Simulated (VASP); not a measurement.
Set up this calculation in VASP 6.6.1, as the native input.

```yaml
Task: relaxation of cell and atoms
Functional: PBE
Potentials_or_basis: VASP PAW PBE potentials, release 64 (Mg, Cd, O)
Cutoff: 600 eV
k_mesh: 12 × 12 × 12
Occupations: gaussian, width 0.1 eV
Spin: no spin polarisation
Dipole_correction: no
Further_INCAR_settings: ALGO = Normal; EDIFF = 1e-06; IBRION = 2; EDIFFG = -0.01; NSW = 100; ISIF = 3
```

The structure of MgCdO lies in POSCAR:

```
MgCdO
1.0
    3.9124195102      0.0000000000      0.0000000000
   -1.9562097551      3.3882546861      0.0000000000
    0.0000000000      0.0000000000      3.8960932519
Mg Cd O
1 1 1
Direct
    0.0000000000      0.0000000000      0.5000000000
    0.3333333333      0.6666666667      0.0000000000
    0.6666666667      0.3333333333      0.0000000000
```

One way to write it, as run:

INCAR

```
SYSTEM = MgCdO
  PREC = Accurate
  ENCUT = 600
  EDIFF = 1E-6
  ISMEAR = 0
  SIGMA = 0.1
  LREAL = .FALSE.
  LASPH = .TRUE.
  NELM = 80
  ALGO = Normal
  ISIF = 3
  LWAVE = .FALSE.
  LCHARG = .FALSE.
  GGA = PE
  IBRION = 2
  NSW = 100
  EDIFFG = -0.01
```

KPOINTS

```
Automatic mesh
0
G
  12 12 12
  0 0 0
```

Potentials or basis: VASP PAW PBE potentials, release 64 (Mg, Cd, O).

Launch:

```console
$ cat potpaw_PBE.64/Mg/POTCAR potpaw_PBE.64/Cd/POTCAR potpaw_PBE.64/O/POTCAR > POTCAR
$ mpirun -np 1 vasp_std > vasp.out
```

Results of the run:

```
Relaxed volume                         : 17.32 Å³/atom
Relaxed cell                           : a = 3.923 Å, b = 3.923 Å, c = 3.900 Å, α = 90.00°, β = 90.00°, γ = 120.00°
Space group after relaxing (to 0.05 Å) : P-6m2 (No. 187)
Energy gained by relaxing              : 0.2 meV/atom
Ionic steps                            : 3
Pressure after relaxing                : 0.0 GPa
Band gap on the k mesh                 : zero (band 10 reaches 3.64 eV, above the bottom of band 11 at 2.47 eV)
```

Run time: 3.7 min on 1 thread of AMD EPYC 7R13, on a shared host, peak memory 0.27 GiB.
